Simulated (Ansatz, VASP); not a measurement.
**One calculation of Ti2In, two programs**

File INCAR:

```
PREC = Accurate
ENCUT = 520
EDIFF = 1E-6
ISMEAR = 0
SIGMA = 0.1
LREAL = False
LASPH = True
NELM = 150
ALGO = Normal
ISIF = 2
LWAVE = False
LCHARG = True
ISPIN = 2
MAGMOM = 1 1 0
LORBIT = 11
LMAXMIX = 4
GGA = PE
LELF = True
LVHAR = True
NBANDS = 30
```

File KPOINTS:

```
regular mesh
0
Gamma
  6 6 6
```

POSCAR

```
Ti2In
1.0
    4.7310691665      0.0000000000      0.0000000000
   -2.3655345833      4.0972260853      0.0000000000
    0.0000000000      0.0000000000      2.8543841317
Ti In
2 1
Direct
    0.3333333333      0.6666666667      0.5000000000
    0.6666666667      0.3333333333      0.5000000000
    0.0000000000      0.0000000000      0.0000000000
```

Input for Ansatz:

```yaml
crystal:
  lattice:
    - [4.7310691665, 0.0, 0.0]
    - [-2.3655345833, 4.0972260853, 0.0]
    - [0.0, 0.0, 2.8543841317]
  atoms:
    - { symbol: Ti, position: [0.3333333333, 0.6666666667, 0.5], spin: 1.0 }
    - { symbol: Ti, position: [0.6666666667, 0.3333333333, 0.5], spin: 1.0 }
    - { symbol: In, position: [0.0, 0.0, 0.0] }
basis:
  ecutwfc: 420
kpoints:
  mp_grid: { grid: [6, 6, 6] }
hamiltonian:
  xc: pbe
scf:
  occupations: { method: gaussian, width: 0.1 }
  lower_state_search: "off"
output:
  forces: true
  stress: true
  eigenvalues: true
  populations: true
magnetization:
  spin_polarized: true
```

Change from the starting cell: species swapped into the YHg2 type (P6/mmm, No. 191).

Alike in both runs: task single point; functional PBE; k mesh 6 × 6 × 6; occupations gaussian, width 0.1 eV; collinear spin.

|  | VASP | Ansatz |
| --- | --- | --- |
| version | VASP 6.6.1 | Ansatz 0.2.0 |
| potentials or method | VASP PAW PBE potentials, release 64 (Ti_sv, In_d), cutoff 520 eV | scalar-relativistic, plane waves, PAW |
| valence electrons in the cell | 37 | 37 |

VASP gave:

- gap on the k mesh at the Fermi level (eV): none
- pressure (GPa): 1.0
- traceless stress, the component that is largest in VASP (GPa): 1.23
- net moment per atom (μB): 0.56
- size of the moment on the site where the two differ most (μB): 0.03

**Question.** Which values does Ansatz return?

**Answer.** gap on the k mesh at the Fermi level (eV): none; pressure (GPa): 1.0; traceless stress, the component that is largest in VASP (GPa): 1.19; net moment per atom (μB): 0.57; size of the moment on the site where the two differ most (μB): 0.02.

Site moments also hang on the region over which each program counts them. A gap of «none» marks a metal or a gap that the smearing closes.

The k mesh is coarse, so the values compare programs but aren't converged.
